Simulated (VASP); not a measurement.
# BiB (P6_3mc) in VASP: notebook, part 2 of 2

VASP 6.6.1. Earlier steps stand in the parts before.

## (3) Single point, PBE

Input file INCAR:

```
SYSTEM = BiB
PREC = Accurate
ENCUT = 520
EDIFF = 1E-6
ISMEAR = -1
SIGMA = 0.02
LREAL = .FALSE.
LASPH = .TRUE.
NELM = 80
ALGO = Normal
ISIF = 2
LWAVE = .FALSE.
LCHARG = .TRUE.
GGA = PE
LELF = .TRUE.
LVHAR = .TRUE.
NBANDS = 26
```

Input file KPOINTS:

```
Automatic mesh
0
G
  6 6 4
  0 0 0
```

Input file POSCAR:

```
BiB
1.0
    3.8655765073      0.0000000000      0.0000000000
   -1.9327882536      3.3476874556      0.0000000000
    0.0000000000      0.0000000000      6.3754468382
B Bi
2 2
Direct
    0.3333333333      0.6666666667      0.0002433707
    0.6666666667      0.3333333333      0.5002433707
    0.3333333333      0.6666666667      0.3747566293
    0.6666666667      0.3333333333      0.8747566293
```

Potentials or basis: VASP PAW PBE potentials, release 64 (B, Bi_d).

Command:

```console
$ cat potpaw_PBE.64/B/POTCAR potpaw_PBE.64/Bi_d/POTCAR > POTCAR
$ mpirun -np 1 vasp_std > vasp.out
```

It took 42 s on 1 thread of Intel Xeon Platinum 8488C (Sapphire Rapids), shared host; peak memory 0.21 GiB.

It converged, with:

```yaml
Free_energy: -17.9208 eV
Pressure: 1.2 GPa
Largest_force: 0.005 eV/Å
Band_gap_on_the_k_mesh: 0.08 eV, direct
```

Forces on the atoms (eV/Å):
```
B    0.000  0.000 -0.005
B    0.000  0.000 -0.005
Bi   0.000  0.000  0.005
Bi   0.000  0.000  0.005
```

Stress tensor (GPa, compression positive):
```
1.31 0.00 0.00
0.00 1.31 0.00
0.00 0.00 0.91
```

Levels at points of the mesh, in eV from the valence-band top:
```
           k point  band 16  band 17  band 18  band 19  band 20  band 21
(0.00, 0.00, 0.00)    -0.23     0.00     0.00     0.08     0.34     2.54
(0.50, 0.00, 0.00)    -3.54    -3.15    -1.72     0.60     1.64     3.16
(0.00, 0.00, 0.50)    -1.02    -1.02    -1.02     0.75     0.75     3.66
(0.50, 0.00, 0.50)    -2.85    -2.78    -2.78     0.61     0.61     2.32
```

Caveat: spin-orbit coupling is left out, which moves the levels of the heavy elements.

## (4) Single point, r2SCAN

POSCAR is that of step 3.

Input file INCAR.step1:

```
SYSTEM = BiB
ALGO = Normal
EDIFF = 1E-4
ENCUT = 520
GGA = PE
ISMEAR = -1
LASPH = .True.
LCHARG = .False.
LREAL = .False.
LWAVE = .True.
NBANDS = 26
NELM = 60
PREC = Accurate
SIGMA = 0.02
```

Input file INCAR.step2:

```
SYSTEM = BiB
ALGO = Normal
EDIFF = 1E-6
ENCUT = 520
ISIF = 2
ISMEAR = -1
ISTART = 1
LASPH = .True.
LCHARG = .True.
LELF = .True.
LMIXTAU = .True.
LREAL = .False.
LVHAR = .True.
LWAVE = .False.
METAGGA = R2SCAN
NBANDS = 26
NELM = 60
PREC = Accurate
SIGMA = 0.02
```

Input file KPOINTS:

```
k-points
0
Gamma
  6 6 4
  0 0 0
```

Potentials or basis: VASP PAW PBE potentials, release 64 (B, Bi_d).

Command:

```console
$ cat potpaw_PBE.64/B/POTCAR potpaw_PBE.64/Bi_d/POTCAR > POTCAR
$ cp INCAR.step1 INCAR
$ mpirun -np 1 vasp_std > vasp.out
$ cp INCAR.step2 INCAR
$ mpirun -np 1 vasp_std > vasp.out
```

OUTCAR:

```text
SYSTEM = BiB
   EDIFF = 1E-6
   ENCUT = 520
   ISIF = 2
   ISMEAR = -1
   ISTART = 1
   LASPH = .True.
   LREAL = .False.
   METAGGA = R2SCAN
   NELM = 60
   PREC = Accurate

 ion  position               nearest neighbor table
   1  0.333  0.667  0.000-   4 2.37   4 2.37   4 2.37   3 2.39
   2  0.667  0.333  0.500-   3 2.37   3 2.37   3 2.37   4 2.39
   3  0.333  0.667  0.375-   2 2.37   2 2.37   2 2.37   1 2.39   4 3.89   4 3.89   4 3.89   4 3.89
                             4 3.89   4 3.89
   4  0.667  0.333  0.875-   1 2.37   1 2.37   1 2.37   2 2.39   3 3.89   3 3.89   3 3.89   3 3.89
                             3 3.89   3 3.89

  LATTYP: Found a hexagonal cell.
[... 806 lines left out ...]
  -------------------------------------------------------------------------------------
  Total       -0.0302058     -0.0302058     -0.1137609     -0.0000000      0.0000000      0.0000000
  in kB       -0.5865851     -0.5865851     -2.2091943     -0.0000000      0.0000000      0.0000000
  external PRESSURE =      -1.1274548 kB  Pullay stress =       0.0000000 kB

 VOLUME and BASIS-vectors are now :
 -----------------------------------------------------------------------------
  energy-cutoff  :      520.00
  volume of cell :       82.50
      direct lattice vectors                 reciprocal lattice vectors
     3.865576507  0.000000000  0.000000000     0.258693625  0.149356834  0.000000000
    -1.932788254  3.347687456  0.000000000     0.000000000  0.298713668  0.000000000
     0.000000000  0.000000000  6.375446838     0.000000000  0.000000000  0.156851751

 POSITION                                       TOTAL-FORCE (eV/Angst)
 -----------------------------------------------------------------------------------
     -0.00000      2.23179      0.00155         0.000000     -0.000000     -0.002517
      1.93279      1.11590      3.18928        -0.000000      0.000000     -0.002517
     -0.00000      2.23179      2.38924        -0.000000     -0.000000      0.002517
      1.93279      1.11590      5.57696         0.000000      0.000000      0.002517
 -----------------------------------------------------------------------------------
    total drift:                               -0.000000      0.000000      0.000257

  FREE ENERGIE OF THE ION-ELECTRON SYSTEM (eV)
  ---------------------------------------------------
  free  energy   TOTEN  =      -128.5554558077 eV

  energy  without entropy=     -128.5554219425  energy(sigma->0) =     -128.55543888
```

OSZICAR.step1:

```text
N       E                     dE             d eps       ncg     rms          rms(c)
DAV:   1     0.358455196005E+03    0.35846E+03   -0.18543E+04  1092   0.162E+03
DAV:   2     0.157420938099E+02   -0.34271E+03   -0.33367E+03  1092   0.433E+02
DAV:   3    -0.181408611814E+02   -0.33883E+02   -0.33500E+02  1410   0.149E+02
DAV:   4    -0.193208516893E+02   -0.11800E+01   -0.11765E+01  1286   0.292E+01
DAV:   5    -0.193667239778E+02   -0.45872E-01   -0.45863E-01  1606   0.543E+00    0.545E+00
DAV:   6    -0.179530969087E+02    0.14136E+01   -0.31701E+00  1374   0.103E+01    0.200E+00
DAV:   7    -0.179253607031E+02    0.27736E-01   -0.52910E-01  1274   0.296E+00    0.108E+00
DAV:   8    -0.179228873372E+02    0.24734E-02   -0.66628E-02  1342   0.215E+00    0.224E-01
DAV:   9    -0.179202873833E+02    0.26000E-02   -0.12019E-02  1426   0.966E-01    0.761E-02
DAV:  10    -0.179206702525E+02   -0.38287E-03   -0.16427E-03  1200   0.252E-01    0.421E-02
DAV:  11    -0.179207663865E+02   -0.96134E-04   -0.36315E-04  1118   0.150E-01
   1 F= -.17920766E+02 E0= -.17920619E+02  d E =-.293940E-03
```

Wall time 1.9 min (1 thread of Intel Xeon Platinum 8488C (Sapphire Rapids), shared host); peak memory 0.22 GiB.

What came out:

- Free energy: -128.5555 eV
- Pressure: -0.1 GPa
- Band gap on the k mesh: 0.20 eV, direct

Forces in eV/Å, atoms in the order of the input:
```
B    0.000  0.000 -0.003
B    0.000  0.000 -0.003
Bi   0.000  0.000  0.003
Bi   0.000  0.000  0.003
```

Levels at points of the mesh, in eV from the valence-band top:
```tsv
k point	band 14	band 15	band 16	band 17	band 18	band 19	band 20	band 21	band 22	band 23
(0.00, 0.00, 0.00)	-1.84	-1.84	-0.24	0.00	0.00	0.20	0.45	2.65	2.65	3.10
(0.50, 0.00, 0.00)	-7.13	-5.39	-3.76	-3.30	-1.84	0.73	1.83	3.41	4.32	5.16
(0.00, 0.00, 0.50)	-5.11	-1.10	-1.10	-1.10	-1.10	0.90	0.90	3.85	3.85	3.85
(0.50, 0.00, 0.50)	-8.28	-3.03	-3.03	-2.96	-2.96	0.73	0.73	2.54	2.54	6.58
```

Caveat: the PAW data sets were made with another functional, which shifts forces and pressure a little; spin-orbit coupling is left out, which moves the levels of the heavy elements. A k mesh can miss the band edges.
